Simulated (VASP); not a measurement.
Runs of VASP 6.6.1 on Mo. The structure is that of space group Im-3m (No. 229), or close to it. The cells are those of the table. 

```csv
task,cell,cutoff (eV),gap on the mesh (eV),pressure (GPa)
single point,"a = 2.704 Å, angles 109.5°, 1 atom",520,none,(a)
single point,"a = 2.681 Å, angles 109.5°, 1 atom",520,none,10.6
single point,"a = 2.707 Å, angles 109.5°, 1 atom",520,none,1.6
relaxation of cell and atoms,"relaxed to 1 GPa from a = 2.711 Å, angles 109.5°, 1 atom",600,none,1.0
single point,"a = 2.689 Å, angles 109.5°, 1 atom",520,none,7.6
relaxation of cell and atoms,"relaxed to 2 GPa from a = 2.711 Å, angles 109.5°, 1 atom",600,none,2.0
single point,"a = 2.711 Å, angles 109.5°, 1 atom",520,none,(b)
single point,"a = 2.667 Å, angles 109.5°, 1 atom",520,none,15.7
```

Alike in all rows: level PBEsol; potentials or basis VASP PAW PBE potentials, release 64 (Mo_sv); no spin polarisation; k mesh 24 × 24 × 24; smearing fermi-dirac 0.1 eV.

**Question.** Estimate the missing entries.

**Answer.** (a) 2.5; (b) 0.6.

Caveats: the PAW data sets were made with another functional, which shifts forces and pressure a little; the cell is relaxed towards a set pressure, so the enthalpy falls and the energy may rise (some runs).

A k mesh can miss the band edges, and the runs leave out spin-orbit coupling on Mo.

A gap of «none» marks levels without a gap at the run's occupations.
